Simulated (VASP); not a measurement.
# MgS (P1) in VASP: single point with PBE

Aim: the single point of MgS with PBE.

All numbers are computed with VASP 6.6.1; they aren't measurements. Logs are shortened: lines on timing, memory, paths and dates and some standing lists are left out, and cuts for length are marked.

### Step 1. The cell of the first run

The typed cell holds 16 atoms: a = 7.383 Å, b = 7.383 Å, c = 7.383 Å, α = 60.00°, β = 60.00°, γ = 60.00°.

### Step 2. Single point, PBE

INCAR

```
SYSTEM = MgS
ALGO     = Normal         ! electronic algorithm
EDIFF    = 1E-6           ! SCF threshold, eV
ENCUT    = 400            ! plane-wave cutoff, eV
GGA      = PE             ! functional
GGA_COMPAT= .FALSE.      
ISIF     = 2              ! what is computed and relaxed
ISMEAR   = -1             ! smearing method
ISYM     = -1           
LASPH    = .TRUE.         ! aspherical terms in the spheres
LCHARG   = .FALSE.        ! write CHGCAR
LREAL    = Auto         
LWAVE    = .FALSE.        ! write WAVECAR
NBANDS   = 46             ! bands
NELM     = 120            ! most SCF steps
PREC     = Accurate       ! precision mode
SIGMA    = 0.0388         ! smearing width, eV
```

KPOINTS

```
explicit points
4
Reciprocal
  0.25000000   0.25000000   0.25000000 2
  0.25000000   0.25000000   0.75000000 2
  0.25000000   0.75000000   0.25000000 2
  0.25000000   0.75000000   0.75000000 2
```

POSCAR

```
MgS
1.0
    5.2205868380      0.0000000000     -5.2205868380
    0.0000000000      5.2205868380     -5.2205868380
    5.2205868380      5.2205868380      0.0000000000
Mg S
8 8
Direct
    0.4841177014      0.5015561624      0.0118596820
    0.4827600954      0.4894183507      0.5242881854
    0.5511344968     -0.0086429939     -0.0211149634
    0.4821017403      0.0081337599      0.4936531237
   -0.0188050698      0.5059805692      0.0031365248
    0.0323936763      0.4964453385      0.4740118452
   -0.0079424021     -0.0037857813      0.0170503820
   -0.0058968466     -0.0125539527      0.5021330133
    0.2276515145      0.2464465279      0.7663164361
    0.2650018174      0.2498537119      0.2192433601
    0.2474301338      0.7536080947      0.7446307514
    0.2619705490      0.7760972331      0.2352593756
    0.7619102265      0.2530708790      0.7453781770
    0.7409826941      0.2447852204      0.2746971834
    0.7279609779      0.7478685100      0.7550592725
    0.7671952645      0.7460466842      0.2556115895
```

Potentials or basis: VASP PAW PBE potentials, release 64 (Mg, S).

Run with:

```sh
$ cat potpaw_PBE.64/Mg/POTCAR potpaw_PBE.64/S/POTCAR > POTCAR
$ mpirun -np 1 vasp_std > vasp.out
```

OUTCAR:

```text
SYSTEM = MgS
   EDIFF = 1E-6
   ENCUT = 400
   GGA = PE
   ISIF = 2
   ISMEAR = -1
   ISYM = -1
   LASPH = .TRUE.
   LREAL = Auto
   NELM = 120
   PREC = Accurate

 ion  position               nearest neighbor table
   1  0.484  0.502  0.012-  10 2.47  15 2.56  12 2.61  11 2.63  13 2.69  14 2.71   6 3.37   4 3.60
                             7 3.64   2 3.65   5 3.65
   2  0.483  0.489  0.524-  11 2.54  14 2.58   9 2.60  13 2.62  12 2.68  16 2.83   6 3.50   3 3.54
                             5 3.62   8 3.64   1 3.65
   3  0.551  0.991  0.979-  13 2.47  15 2.48  16 2.58  10 2.62  12 2.65   9 2.83   5 3.39   8 3.40
                             7 3.42   2 3.54   4 3.63
   4  0.482  0.008  0.494-  11 2.56  10 2.57  14 2.60  16 2.63  15 2.65   9 2.67   6 3.47   1 3.60
                             3 3.63   7 3.65   8 3.65
   5  0.981  0.506  0.003-  16 2.58   9 2.59  15 2.62  10 2.62  14 2.62  11 2.68   3 3.39   2 3.62
                             8 3.63   6 3.64   1 3.65
   6  0.032  0.496  0.474-  16 2.53   9 2.57  10 2.62  12 2.67  13 2.69  15 2.80   1 3.37   4 3.47
                             2 3.50   7 3.54   8 3.60   5 3.64
   7  0.992  0.996  0.017-  16 2.48   9 2.54  12 2.56  13 2.62  14 2.64  11 2.69   3 3.42   6 3.54
                             8 3.56   1 3.64   4 3.65
   8  0.994  0.987  0.502-  14 2.51  12 2.51  11 2.59  15 2.64  13 2.66  10 2.79   3 3.40   7 3.56
                             6 3.60   5 3.63   2 3.64   4 3.65
   9  0.228  0.246  0.766-   7 2.54   6 2.57   5 2.59   2 2.60   4 2.67   3 2.83
  10  0.265  0.250  0.219-   1 2.47   4 2.57   3 2.62   6 2.62   5 2.62   8 2.79
  11  0.247  0.754  0.745-   2 2.54   4 2.56   8 2.59   1 2.63   5 2.68   7 2.69
  12  0.262  0.776  0.235-   8 2.51   7 2.56   1 2.61   3 2.65   6 2.67   2 2.68
  13  0.762  0.253  0.745-   3 2.47   2 2.62   7 2.62   8 2.66   6 2.69   1 2.69
  14  0.741  0.245  0.275-   8 2.51   2 2.58   4 2.60   5 2.62   7 2.64   1 2.71
  15  0.728  0.748  0.755-   3 2.48   1 2.56   5 2.62   8 2.64   4 2.65   6 2.80
  16  0.767  0.746  0.256-   7 2.48   6 2.53   3 2.58   5 2.58   4 2.63   2 2.83

IMPORTANT INFORMATION: All symmetrisations will be switched off!
NOSYMM: (Re-)initialisation of all symmetry stuff for point group C_1.

----------------------------------------------------------------------------------------

                                     Primitive cell

  volume of cell :     284.5692

  direct lattice vectors                    reciprocal lattice vectors
     5.220586838  0.000000000 -5.220586838     0.095774674 -0.095774674 -0.095774674
     0.000000000  5.220586838 -5.220586838    -0.095774674  0.095774674 -0.095774674
     5.220586838  5.220586838  0.000000000     0.095774674  0.095774674  0.095774674

  length of vectors
     7.383024710  7.383024710  7.383024710     0.165886601  0.165886601  0.165886601

  position of ions in fractional coordinates (direct lattice)
     0.484117701  0.501556162  0.011859682
     0.482760095  0.489418351  0.524288185
     0.551134497  0.991357006  0.978885037
     0.482101740  0.008133760  0.493653124
     0.981194930  0.505980569  0.003136525
     0.032393676  0.496445339  0.474011845
[... 8 lines left out ...]
     0.727960978  0.747868510  0.755059272
     0.767195265  0.746046684  0.255611589

  ion indices of the primitive-cell ions
   primitive index   ion index
                 1           1
                 2           2
                 3           3
                 4           4
                 5           5
                 6           6
[... 8 lines left out ...]
                15          15
                16          16

----------------------------------------------------------------------------------------

 KPOINTS: explicit points

Read explicit list of k-points.

 Found      4 k-points:

 Following reciprocal coordinates:
            Coordinates               Weight
  0.250000  0.250000  0.250000      0.250000
  0.250000  0.250000  0.750000      0.250000
  0.250000  0.750000  0.250000      0.250000
  0.250000  0.750000  0.750000      0.250000
   k-points           NKPTS =      4   k-points in BZ     NKDIM =      4   number of bands    NBANDS=     46
   number of dos      NEDOS =    301   number of ions     NIONS =     16
   total plane-waves  NPLWV = 110592
   dimension x,y,z NGX =    48 NGY =   48 NGZ =   48
   dimension x,y,z NGXF=    96 NGYF=   96 NGZF=   96
   ions per type =               8   8
   NGX,Y,Z   is equivalent  to a cutoff of  10.81, 10.81, 10.81 a.u.
   NGXF,Y,Z  is equivalent  to a cutoff of  21.62, 21.62, 21.62 a.u.
 SYSTEM =  MgS
   PREC   = accura    normal or accurate (medium, high low for compatibility)
   ISTART =      0    job   : 0-new  1-cont  2-samecut
   ICHARG =      2    charge: 1-file 2-atom 10-const
   ISPIN  =      1    spin polarized calculation?
   LNONCOLLINEAR =      F non collinear calculations
   LSORBIT =      F    spin-orbit coupling
   LASPH  =      T    aspherical Exc in radial PAW
   ENCUT  =  400.0 eV  29.40 Ry    5.42 a.u.  12.04 12.04 12.04*2*pi/ulx,y,z
   NELM   =    120;   NELMIN=  2; NELMDL= -5     # of ELM steps
   EDIFF  = 0.1E-05   stopping-criterion for ELM
   LREAL  =      T    real-space projection
   EDIFFG = 0.1E-04   stopping-criterion for IOM
   NSW    =      0    number of steps for IOM
   IBRION =     -1    ionic relax: 0-MD 1-quasi-New 2-CG
   NFREE  =      0    steps in history (QN), initial steepest desc. (CG)
   ISIF   =      2    stress and relaxation
   ISYM   =     -1    0-nonsym 1-usesym 2-fastsym
   POTIM  = 0.5000    time-step for ionic-motion
   TEBEG  =    0.0;   TEEND  =   0.0 temperature during run
   PSTRESS=    0.0 pullay stress
   NELECT =      64.0000    total number of electrons
   NUPDOWN=      -1.0000    fix difference up-down
   EMIN   =  10.00;   EMAX   =-10.00  energy-range for DOS
   EFERMI =   0.00;   METHOD = LEGACY
   ISMEAR =    -1;   SIGMA  =   0.04  broadening in eV -4-tet -1-fermi 0-gaus
   EFERMI_NEDOS =   21; number of points for ismear=-14 and -15
   IALGO  =     38    algorithm
   IMIX   =      4    mixing-type and parameters
     AMIX     =   0.40;   BMIX     =  1.00
     AMIX_MAG =   1.60;   BMIX_MAG =  1.00
  volume/ion in A,a.u.               =      17.79       120.02
  Fermi-wavevector in a.u.,A,eV,Ry     =   0.995571  1.881356 13.485568  0.991161
  Thomas-Fermi vector in A             =   2.127600
   LORBIT       =      0    0 simple, 1 ext, 2 COOP (PROOUT), +10 PAW based schemes
   GGA     = PE    functional components
   LHFCALC =     F    Hartree Fock is set to
   AEXX    =    0.0000 exact exchange contribution
   IVDW    =     0    specifies the selected vdW correction
   LEPSILON=     F    determine dielectric tensor
   LRPA    =     F    only Hartree local field effects (RPA)
 non-spin polarized calculation
  energy-cutoff  :      400.00
  volume of cell :      284.57
 maximum number of plane-waves:      5179
 NGX is ok and might be reduce to    48
   NGX = 25   NGY = 25   NGZ = 25

 number of electron      64.0000000 magnetization

 Free energy of the ion-electron system (eV)
  ---------------------------------------------------
  ext. energy  EPLUGINS =         0.00000000
  ---------------------------------------------------
  free energy    TOTEN  =       -67.46612795 eV

  energy without entropy =      -67.46612795  energy(sigma->0) =      -67.46612795

 E-fermi :   4.4655     XC(G=0):  -9.6463

 val. band max:        3.5838071685   @ k =   0.2500   0.2500   0.2500
 cond. band min:       6.9784258699   @ k =   0.2500   0.2500   0.2500
 fundamental gap:      3.3946187014
 Fermi energy:         4.4654812199

 k-point     1 :       0.2500    0.2500    0.2500
  band No.  band energies     occupation
      1      -8.8352      2.00000
      2      -7.9511      2.00000
      3      -7.6909      2.00000
      4      -7.6662      2.00000
      5      -7.6282      2.00000
      6      -7.4042      2.00000
[... 36 lines left out ...]
     43       8.8919      0.00000
     44       9.8392      0.00000

 k-point     2 :       0.2500    0.2500    0.7500
  band No.  band energies     occupation
      1      -8.4835      2.00000
      2      -8.1498      2.00000
      3      -7.9040      2.00000
      4      -7.7254      2.00000
      5      -7.6849      2.00000
      6      -7.4603      2.00000
[... 36 lines left out ...]
     43       9.9122      0.00000
     44      10.2573      0.00000

 k-point     3 :       0.2500    0.7500    0.2500
  band No.  band energies     occupation
      1      -8.4805      2.00000
      2      -8.1593      2.00000
      3      -7.9000      2.00000
      4      -7.7389      2.00000
      5      -7.6461      2.00000
      6      -7.5028      2.00000
[... 36 lines left out ...]
     43       9.9580      0.00000
     44      10.1651      0.00000

 k-point     4 :       0.2500    0.7500    0.7500
  band No.  band energies     occupation
      1      -8.4751      2.00000
      2      -8.1737      2.00000
      3      -7.9027      2.00000
      4      -7.6967      2.00000
      5      -7.6777      2.00000
      6      -7.5039      2.00000
[... 36 lines left out ...]
     43       9.9267      0.00000
     44      10.1822      0.00000
 [bands above 44 left out]

------------------------ aborting loop because EDIFF is reached ----------------------------------------

  FORCE on cell =-STRESS in cart. coord.  units (eV):
  Direction    XX          YY          ZZ          XY          YZ          ZX
  --------------------------------------------------------------------------------------
  -------------------------------------------------------------------------------------
  Total        0.7954511      0.9668289      1.7742795     -0.7207496      0.7108369      0.5351345
  in kB        4.4785363      5.4434252      9.9895204     -4.0579534      4.0021429      3.0129057
  external PRESSURE =       6.6371606 kB  Pullay stress =       0.0000000 kB

 VOLUME and BASIS-vectors are now :
 -----------------------------------------------------------------------------
  energy-cutoff  :      400.00
  volume of cell :      284.57
      direct lattice vectors                 reciprocal lattice vectors
     5.220586838  0.000000000 -5.220586838     0.095774674 -0.095774674 -0.095774674
     0.000000000  5.220586838 -5.220586838    -0.095774674  0.095774674 -0.095774674
     5.220586838  5.220586838  0.000000000     0.095774674  0.095774674  0.095774674

 POSITION                                       TOTAL-FORCE (eV/Angst)
 -----------------------------------------------------------------------------------
      2.58929      2.68033     -5.14580         0.027639     -0.236221     -0.407317
      5.25738      5.29214     -5.07534         0.054776     -0.079474     -0.183534
      7.98760     10.28582     -8.05271        -0.371031      0.394823      0.453312
      5.09401      2.61962     -2.55932         0.249825      0.099160      0.013465
      5.13879      2.65789     -7.76393         0.055276     -0.202848     -0.017491
      2.64373      5.06636     -2.76085         0.114548      0.278730      0.307066
[... 8 lines left out ...]
      7.74224      7.84616     -7.70470         0.363700     -0.337803     -0.471639
      5.33965      5.22924     -7.90001        -0.281358     -0.077001      0.350714
 -----------------------------------------------------------------------------------
    total drift:                                0.002694     -0.001465     -0.002404

  FREE ENERGIE OF THE ION-ELECTRON SYSTEM (eV)
  ---------------------------------------------------
  free  energy   TOTEN  =       -67.4661279541 eV

  energy  without entropy=      -67.4661279540  energy(sigma->0) =      -67.46612795
```

Run time: 61 s. Hardware: 1 thread of Intel Xeon 8259CL, shared host; peak memory 0.31 GiB.

What came out:

- Free energy: -67.4661 eV
- Pressure: 0.7 GPa
- Largest force: 0.919 eV/Å
- Band gap on the k mesh: 3.39 eV

Forces in eV/Å, atoms in the order of the input:
```
Mg   0.028 -0.236 -0.407
Mg   0.055 -0.079 -0.184
Mg  -0.371  0.395  0.453
Mg   0.250  0.099  0.013
Mg   0.055 -0.203 -0.017
Mg   0.115  0.279  0.307
Mg  -0.166 -0.068 -0.343
Mg   0.147  0.297 -0.153
S   -0.189 -0.274 -0.703
S    0.269  0.556  0.284
S   -0.097  0.068  0.236
S    0.426 -0.340  0.739
S   -0.113 -0.071  0.004
S   -0.492 -0.009 -0.109
S    0.364 -0.338 -0.472
S   -0.281 -0.077  0.351
```

Stress tensor (GPa, compression positive):
```
 0.45 -0.41  0.30
-0.41  0.54  0.40
 0.30  0.40  1.00
```

Caveat: the atoms stand as in a frame of molecular dynamics; a shifted mesh leaves out Γ, where band edges can lie.
